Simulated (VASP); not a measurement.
# Lu (Fm-3m) in VASP: further runs

Runs on Lu. Level: PBE. Tasks: single point.

Everything below comes from runs of VASP 6.6.1. Logs are shortened: lines on timing, memory, paths and dates and some standing lists are left out, and cuts for length are marked.

## Step 1: The cell of the first run

The structure is cubic, space group Fm-3m (No. 225). Conventional cell: a = 4.847 Å, b = 4.847 Å, c = 4.847 Å, α = 90.00°, β = 90.00°, γ = 90.00°. Lu (site symmetry m-3m) has 12 Lu at 3.43 Å within 4.5 Å.

This isn't the form of Lu at room conditions, which is hcp.

## Step 2: Single point, PBE (28.46 Å³/atom)

INCAR reads:

```
SYSTEM = Lu
ALGO = Normal
EDIFF = 1E-6
ENCUT = 600
GGA = PE
GGA_COMPAT = .FALSE.
ISIF = 2
ISMEAR = 0
LASPH = .TRUE.
LCHARG = .FALSE.
LREAL = .FALSE.
LWAVE = .FALSE.
NBANDS = 18
NELM = 120
PREC = Accurate
SIGMA = 0.05
```

KPOINTS reads:

```
k-points
0
G
  8 8 8
  0 0 0
```

POSCAR reads:

```
Lu
1.0
    0.0000000000      2.4233560954      2.4233560954
    2.4233560954      0.0000000000      2.4233560954
    2.4233560954      2.4233560954      0.0000000000
Lu
1
Direct
    0.0000000000      0.0000000000      0.0000000000
```

Potentials or basis: VASP PAW PBE potentials, release 64 (Lu).

Launch:

```console
$ cat potpaw_PBE.64/Lu/POTCAR > POTCAR
$ mpirun -np 1 vasp_std > vasp.out
```

OUTCAR:

```text
SYSTEM = Lu
   EDIFF = 1E-6
   ENCUT = 600
   GGA = PE
   ISIF = 2
   ISMEAR = 0
   LASPH = .TRUE.
   LREAL = .FALSE.
   NELM = 120
   PREC = Accurate

 ion  position               nearest neighbor table
   1  0.000  0.000  0.000-

  LATTYP: Found a face centered cubic cell.
 ALAT       =     4.8467121908

  Lattice vectors:

 A1 = (   0.0000000000,   2.4233560954,   2.4233560954)
 A2 = (   2.4233560954,   0.0000000000,   2.4233560954)
 A3 = (   2.4233560954,   2.4233560954,   0.0000000000)

Analysis of symmetry for initial positions (statically):
=====================================================================
 Subroutine PRICEL returns:
 Original cell was already a primitive cell.

 Routine SETGRP: Setting up the symmetry group for a
 face centered cubic supercell.

 Subroutine GETGRP returns: Found 48 space group operations
 (whereof 48 operations were pure point group operations)
 out of a pool of 48 trial point group operations.

The static configuration has the point symmetry O_h .

Analysis of symmetry for dynamics (positions and initial velocities):
=====================================================================
 Subroutine PRICEL returns:
 Original cell was already a primitive cell.

 Routine SETGRP: Setting up the symmetry group for a
 face centered cubic supercell.

 Subroutine GETGRP returns: Found 48 space group operations
 (whereof 48 operations were pure point group operations)
 out of a pool of 48 trial point group operations.

The dynamic configuration has the point symmetry O_h .

 Subroutine INISYM returns: Found 48 space group operations
 (whereof 48 operations are pure point group operations),
 and found     1 'primitive' translations

----------------------------------------------------------------------------------------

                                     Primitive cell

  volume of cell :      28.4631

  direct lattice vectors                    reciprocal lattice vectors
     0.000000000  2.423356095  2.423356095    -0.206325435  0.206325435  0.206325435
     2.423356095  0.000000000  2.423356095     0.206325435 -0.206325435  0.206325435
     2.423356095  2.423356095  0.000000000     0.206325435  0.206325435 -0.206325435

  length of vectors
     3.427143057  3.427143057  3.427143057     0.357366136  0.357366136  0.357366136

  position of ions in fractional coordinates (direct lattice)
     0.000000000  0.000000000  0.000000000

  ion indices of the primitive-cell ions
   primitive index   ion index
                 1           1

----------------------------------------------------------------------------------------

 KPOINTS: k-points

Automatic generation of k-mesh.
 Grid dimensions read from file:
 generate k-points for:    8    8    8

 Generating k-lattice:

  Cartesian coordinates                     Fractional coordinates (reciprocal lattice)
    -0.025790679  0.025790679  0.025790679     0.125000000  0.000000000  0.000000000
     0.025790679 -0.025790679  0.025790679     0.000000000  0.125000000  0.000000000
     0.025790679  0.025790679 -0.025790679     0.000000000  0.000000000  0.125000000

  Length of vectors
     0.044670767  0.044670767  0.044670767

  Shift w.r.t. Gamma in fractional coordinates (k-lattice)
     0.000000000  0.000000000  0.000000000

 Subroutine IBZKPT returns following result:
 ===========================================

 Found     29 irreducible k-points:

 Following reciprocal coordinates:
            Coordinates               Weight
  0.000000  0.000000  0.000000      1.000000
  0.125000  0.000000  0.000000      8.000000
  0.250000  0.000000  0.000000      8.000000
  0.375000  0.000000  0.000000      8.000000
  0.500000  0.000000  0.000000      4.000000
  0.125000  0.125000  0.000000      6.000000
[... 16 lines left out ...]
  0.500000  0.250000  0.125000     48.000000
 -0.375000  0.250000  0.125000     24.000000
 [... further k-points ...]
   k-points           NKPTS =     29   k-points in BZ     NKDIM =     29   number of bands    NBANDS=     18
   number of dos      NEDOS =    301   number of ions     NIONS =      1
   total plane-waves  NPLWV =  21952
   dimension x,y,z NGX =    28 NGY =   28 NGZ =   28
   dimension x,y,z NGXF=    56 NGYF=   56 NGZF=   56
   ions per type =               1
   NGX,Y,Z   is equivalent  to a cutoff of  13.58, 13.58, 13.58 a.u.
   NGXF,Y,Z  is equivalent  to a cutoff of  27.16, 27.16, 27.16 a.u.
 SYSTEM =  Lu
   PREC   = accura    normal or accurate (medium, high low for compatibility)
   ISTART =      0    job   : 0-new  1-cont  2-samecut
   ICHARG =      2    charge: 1-file 2-atom 10-const
   ISPIN  =      1    spin polarized calculation?
   LNONCOLLINEAR =      F non collinear calculations
   LSORBIT =      F    spin-orbit coupling
   LASPH  =      T    aspherical Exc in radial PAW
   ENCUT  =  600.0 eV  44.10 Ry    6.64 a.u.   6.84  6.84  6.84*2*pi/ulx,y,z
   NELM   =    120;   NELMIN=  2; NELMDL= -5     # of ELM steps
   EDIFF  = 0.1E-05   stopping-criterion for ELM
   LREAL  =      F    real-space projection
   EDIFFG = 0.1E-04   stopping-criterion for IOM
   NSW    =      0    number of steps for IOM
   IBRION =     -1    ionic relax: 0-MD 1-quasi-New 2-CG
   NFREE  =      0    steps in history (QN), initial steepest desc. (CG)
   ISIF   =      2    stress and relaxation
   ISYM   =      2    0-nonsym 1-usesym 2-fastsym
   POTIM  = 0.5000    time-step for ionic-motion
   TEBEG  =    0.0;   TEEND  =   0.0 temperature during run
   PSTRESS=    0.0 pullay stress
   NELECT =      25.0000    total number of electrons
   NUPDOWN=      -1.0000    fix difference up-down
   EMIN   =  10.00;   EMAX   =-10.00  energy-range for DOS
   EFERMI =   0.00;   METHOD = LEGACY
   ISMEAR =     0;   SIGMA  =   0.05  broadening in eV -4-tet -1-fermi 0-gaus
   EFERMI_NEDOS =   21; number of points for ismear=-14 and -15
   IALGO  =     38    algorithm
   IMIX   =      4    mixing-type and parameters
     AMIX     =   0.40;   BMIX     =  1.00
     AMIX_MAG =   1.60;   BMIX_MAG =  1.00
  volume/ion in A,a.u.               =      28.46       192.08
  Fermi-wavevector in a.u.,A,eV,Ry     =   1.567813  2.962737 33.443633  2.458038
  Thomas-Fermi vector in A             =   2.669937
   LORBIT       =      0    0 simple, 1 ext, 2 COOP (PROOUT), +10 PAW based schemes
   GGA     = PE    functional components
   LHFCALC =     F    Hartree Fock is set to
   AEXX    =    0.0000 exact exchange contribution
   IVDW    =     0    specifies the selected vdW correction
   LEPSILON=     F    determine dielectric tensor
   LRPA    =     F    only Hartree local field effects (RPA)
 non-spin polarized calculation
 Gauss-broadening in eV      SIGMA  =   0.05
  energy-cutoff  :      600.00
  volume of cell :       28.46
 maximum number of plane-waves:       960
   NGX = 13   NGY = 13   NGZ = 13

 number of electron      25.0000005 magnetization

 Free energy of the ion-electron system (eV)
  ---------------------------------------------------
  ext. energy  EPLUGINS =         0.00000000
  ---------------------------------------------------
  free energy    TOTEN  =        -4.48036071 eV

  energy without entropy =       -4.47869385  energy(sigma->0) =       -4.47952728

 E-fermi :   2.4057     XC(G=0): -10.7691

 val. band max:        2.3047383592   @ k =   0.3750   0.2500   0.0000
 cond. band min:       2.4452702894   @ k =   0.5000   0.2500   0.1250
 fundamental gap:      0.1405319302
 Fermi energy:         2.4056874547

 k-point     1 :       0.0000    0.0000    0.0000
  band No.  band energies     occupation
      1     -53.7901      2.00000
      2     -24.2011      2.00000
      3     -24.2011      2.00000
      4     -24.2011      2.00000
      5      -3.7670      2.00000
      6      -2.6168      2.00000
[... 10 lines left out ...]
     17       7.0903      0.00000
     18      12.7314      0.00000

 k-point     2 :       0.1250    0.0000    0.0000
  band No.  band energies     occupation
      1     -53.7853      2.00000
      2     -24.2832      2.00000
      3     -24.2118      2.00000
      4     -24.2118      2.00000
      5      -3.3304      2.00000
      6      -2.6081      2.00000
[... 10 lines left out ...]
     17       6.8841      0.00000
     18      13.6259      0.00000

 k-point     3 :       0.2500    0.0000    0.0000
  band No.  band energies     occupation
      1     -53.7737      2.00000
      2     -24.4759      2.00000
      3     -24.2374      2.00000
      4     -24.2374      2.00000
      5      -2.5945      2.00000
      6      -2.5633      2.00000
[... 10 lines left out ...]
     17       7.0569      0.00000
     18      12.5073      0.00000

 k-point     4 :       0.3750    0.0000    0.0000
  band No.  band energies     occupation
      1     -53.7621      2.00000
      2     -24.6615      2.00000
      3     -24.2628      2.00000
      4     -24.2628      2.00000
      5      -2.5987      2.00000
      6      -2.5582      2.00000
[... 10 lines left out ...]
     17       8.1551      0.00000
     18      11.2687      0.00000

 k-point     5 :       0.5000    0.0000    0.0000
  band No.  band energies     occupation
      1     -53.7573      2.00000
      2     -24.7365      2.00000
      3     -24.2732      2.00000
      4     -24.2732      2.00000
      5      -2.6024      2.00000
      6      -2.5679      2.00000
[... 10 lines left out ...]
     17       8.9015      0.00000
     18      10.7106      0.00000

 k-point     6 :       0.1250    0.1250    0.0000
  band No.  band energies     occupation
      1     -53.7837      2.00000
      2     -24.2812      2.00000
      3     -24.2298      2.00000
      4     -24.2298      2.00000
      5      -3.1850      2.00000
      6      -2.6046      2.00000
[... 307 lines left out ...]
 k-point    21 :       0.5000    0.5000    0.0000
  band No.  band energies     occupation
      1     -53.7465      2.00000
      2     -24.7036      2.00000
      3     -24.3946      2.00000
      4     -24.3946      2.00000
      5      -2.5630      2.00000
      6      -2.5500      2.00000
[... 10 lines left out ...]
     17       9.4370      0.00000
     18      10.8784      0.00000

 k-point    22 :       0.3750    0.2500    0.1250
  band No.  band energies     occupation
      1     -53.7651      2.00000
      2     -24.5219      2.00000
      3     -24.3363      2.00000
      4     -24.2706      2.00000
      5      -2.5684      2.00000
      6      -2.5674      2.00000
[... 10 lines left out ...]
     17       8.4644      0.00000
     18      13.4141      0.00000

 k-point    23 :       0.5000    0.2500    0.1250
  band No.  band energies     occupation
      1     -53.7557      2.00000
      2     -24.6210      2.00000
      3     -24.3955      2.00000
      4     -24.3013      2.00000
      5      -2.5750      2.00000
      6      -2.5668      2.00000
[... 10 lines left out ...]
     17       9.4447      0.00000
     18      11.2280      0.00000

 k-point    24 :      -0.3750    0.2500    0.1250
  band No.  band energies     occupation
      1     -53.7518      2.00000
      2     -24.6632      2.00000
      3     -24.4142      2.00000
      4     -24.3180      2.00000
      5      -2.5763      2.00000
      6      -2.5742      2.00000
[... 10 lines left out ...]
     17       9.7393      0.00000
     18       9.9790      0.00000

 [... further k-points ...]

------------------------ aborting loop because EDIFF is reached ----------------------------------------

  FORCE on cell =-STRESS in cart. coord.  units (eV):
  Direction    XX          YY          ZZ          XY          YZ          ZX
  --------------------------------------------------------------------------------------
  -------------------------------------------------------------------------------------
  Total        0.0590062      0.0590062      0.0590062      0.0000000     -0.0000000     -0.0000000
  in kB        3.3214411      3.3214411      3.3214411      0.0000000     -0.0000000     -0.0000000
  external PRESSURE =       3.3214411 kB  Pullay stress =       0.0000000 kB

 VOLUME and BASIS-vectors are now :
 -----------------------------------------------------------------------------
  energy-cutoff  :      600.00
  volume of cell :       28.46
      direct lattice vectors                 reciprocal lattice vectors
     0.000000000  2.423356095  2.423356095    -0.206325435  0.206325435  0.206325435
     2.423356095  0.000000000  2.423356095     0.206325435 -0.206325435  0.206325435
     2.423356095  2.423356095  0.000000000     0.206325435  0.206325435 -0.206325435

 POSITION                                       TOTAL-FORCE (eV/Angst)
 -----------------------------------------------------------------------------------
      0.00000      0.00000      0.00000         0.000000     -0.000000      0.000000
 -----------------------------------------------------------------------------------
    total drift:                               -0.000000     -0.000000     -0.000000

  FREE ENERGIE OF THE ION-ELECTRON SYSTEM (eV)
  ---------------------------------------------------
  free  energy   TOTEN  =        -4.4803607055 eV

  energy  without entropy=       -4.4786938495  energy(sigma->0) =       -4.47952728
```

Wall time 16 s (1 thread of AMD EPYC 7R43 (Zen 3), shared host); peak memory 0.14 GiB.

What came out:

```
Free energy            : -4.4804 eV
Pressure               : 0.3 GPa
Band gap on the k mesh : zero (an odd number of electrons rules out a gap without spin polarisation)
```

Caveat: spin-orbit coupling is left out, which moves the levels of the heavy elements.

## Step 3: Single point, PBE (29.39 Å³/atom)

This run uses another cell than the first one, of 29.39 Å³/atom.

INCAR reads:

```
PREC = Accurate
ENCUT = 600
EDIFF = 1E-6
ISMEAR = 0
SIGMA = 0.05
LREAL = F
LASPH = T
NELM = 120
ALGO = Normal
ISIF = 2
LWAVE = F
LCHARG = F
GGA = PE
NBANDS = 18
GGA_COMPAT = F
```

KPOINTS reads:

```
Automatic mesh
0
Gamma
  8 8 8
```

POSCAR reads:

```
Lu
1.0
    0.0000000000      2.4494196908      2.4494196908
    2.4494196908      0.0000000000      2.4494196908
    2.4494196908      2.4494196908      0.0000000000
Lu
1
Direct
    0.0000000000      0.0000000000      0.0000000000
```

Potentials or basis: VASP PAW PBE potentials, release 64 (Lu).

Launch:

```console
$ cat potpaw_PBE.64/Lu/POTCAR > POTCAR
$ mpirun -np 1 vasp_std > vasp.out
```

OUTCAR:

```text
PREC = Accurate
   ENCUT = 600
   EDIFF = 1E-6
   ISMEAR = 0
   LREAL = F
   LASPH = T
   NELM = 120
   ISIF = 2
   GGA = PE

 ion  position               nearest neighbor table
   1  0.000  0.000  0.000-

  LATTYP: Found a face centered cubic cell.
 ALAT       =     4.8988393816

  Lattice vectors:

 A1 = (   0.0000000000,   2.4494196908,   2.4494196908)
 A2 = (   2.4494196908,   0.0000000000,   2.4494196908)
 A3 = (   2.4494196908,   2.4494196908,   0.0000000000)

Analysis of symmetry for initial positions (statically):
=====================================================================
 Subroutine PRICEL returns:
 Original cell was already a primitive cell.

 Routine SETGRP: Setting up the symmetry group for a
 face centered cubic supercell.

 Subroutine GETGRP returns: Found 48 space group operations
 (whereof 48 operations were pure point group operations)
 out of a pool of 48 trial point group operations.

The static configuration has the point symmetry O_h .
[... 153 lines left out ...]
  ext. energy  EPLUGINS =         0.00000000
  ---------------------------------------------------
  free energy    TOTEN  =        -4.47843935 eV

  energy without entropy =       -4.47621697  energy(sigma->0) =       -4.47732816

 E-fermi :   2.2679     XC(G=0): -10.6163

 val. band max:        2.2121380214   @ k =   0.3750   0.2500   0.0000
 cond. band min:       2.2961813392   @ k =   0.5000   0.1250   0.0000
 fundamental gap:      0.0840433178
 Fermi energy:         2.2678599550

 k-point     1 :       0.0000    0.0000    0.0000
  band No.  band energies     occupation
      1     -53.9916      2.00000
      2     -24.4220      2.00000
      3     -24.4220      2.00000
      4     -24.4220      2.00000
      5      -3.8103      2.00000
      6      -2.7961      2.00000
[... 481 lines left out ...]
      5      -2.7587      2.00000
      6      -2.7574      2.00000
[... 10 lines left out ...]
     17       9.3783      0.00000
     18       9.5651      0.00000

 [... further k-points ...]

------------------------ aborting loop because EDIFF is reached ----------------------------------------

  FORCE on cell =-STRESS in cart. coord.  units (eV):
  Direction    XX          YY          ZZ          XY          YZ          ZX
  --------------------------------------------------------------------------------------
  -------------------------------------------------------------------------------------
  Total       -0.1809802     -0.1809802     -0.1809802     -0.0000000      0.0000000     -0.0000000
  in kB       -9.8655645     -9.8655645     -9.8655645     -0.0000000      0.0000000     -0.0000000
  external PRESSURE =      -9.8655645 kB  Pullay stress =       0.0000000 kB

 VOLUME and BASIS-vectors are now :
 -----------------------------------------------------------------------------
  energy-cutoff  :      600.00
  volume of cell :       29.39
      direct lattice vectors                 reciprocal lattice vectors
     0.000000000  2.449419691  2.449419691    -0.204129983  0.204129983  0.204129983
     2.449419691  0.000000000  2.449419691     0.204129983 -0.204129983  0.204129983
     2.449419691  2.449419691  0.000000000     0.204129983  0.204129983 -0.204129983

 POSITION                                       TOTAL-FORCE (eV/Angst)
 -----------------------------------------------------------------------------------
      0.00000      0.00000      0.00000         0.000000     -0.000000     -0.000000
 -----------------------------------------------------------------------------------
    total drift:                               -0.000000     -0.000000     -0.000000

  FREE ENERGIE OF THE ION-ELECTRON SYSTEM (eV)
  ---------------------------------------------------
  free  energy   TOTEN  =        -4.4784393485 eV

  energy  without entropy=       -4.4762169679  energy(sigma->0) =       -4.47732816
```

OSZICAR:

```text
N       E                     dE             d eps       ncg     rms          rms(c)
DAV:   1     0.913723954419E+02    0.91372E+02   -0.11285E+04  1300   0.504E+03
DAV:   2     0.216954398736E+01   -0.89203E+02   -0.87072E+02  1086   0.386E+02
DAV:   3    -0.430078643652E+01   -0.64703E+01   -0.64209E+01  1166   0.780E+01
DAV:   4    -0.455621311925E+01   -0.25543E+00   -0.25429E+00  1518   0.125E+01
DAV:   5    -0.456085358019E+01   -0.46405E-02   -0.46370E-02  1232   0.153E+00    0.340E+00
DAV:   6    -0.449551956432E+01    0.65334E-01   -0.18867E-01  1660   0.660E+00    0.158E+00
DAV:   7    -0.447961508351E+01    0.15904E-01   -0.31811E-02  1378   0.136E+00    0.319E-01
DAV:   8    -0.447829811017E+01    0.13170E-02   -0.42251E-03  1658   0.692E-01    0.839E-02
DAV:   9    -0.447843812582E+01   -0.14002E-03   -0.37538E-04  1290   0.235E-01    0.441E-02
DAV:  10    -0.447843926645E+01   -0.11406E-05   -0.57828E-05  1398   0.600E-02    0.514E-03
DAV:  11    -0.447843934845E+01   -0.81997E-07   -0.18748E-06   974   0.110E-02
   1 F= -.44784393E+01 E0= -.44773282E+01  d E =-.222238E-02
```

Run time: 14 s. Hardware: 1 thread of AMD EPYC 7R43 (Zen 3), shared host; peak memory 0.15 GiB.

What came out:

* Free energy: -4.4784 eV
* Pressure: -1.0 GPa
* Band gap on the k mesh: zero (an odd number of electrons rules out a gap without spin polarisation)

Caveat: spin-orbit coupling is left out, which moves the levels of the heavy elements.

The gap in the log of VASP goes by the Fermi energy; the results here count the filled bands.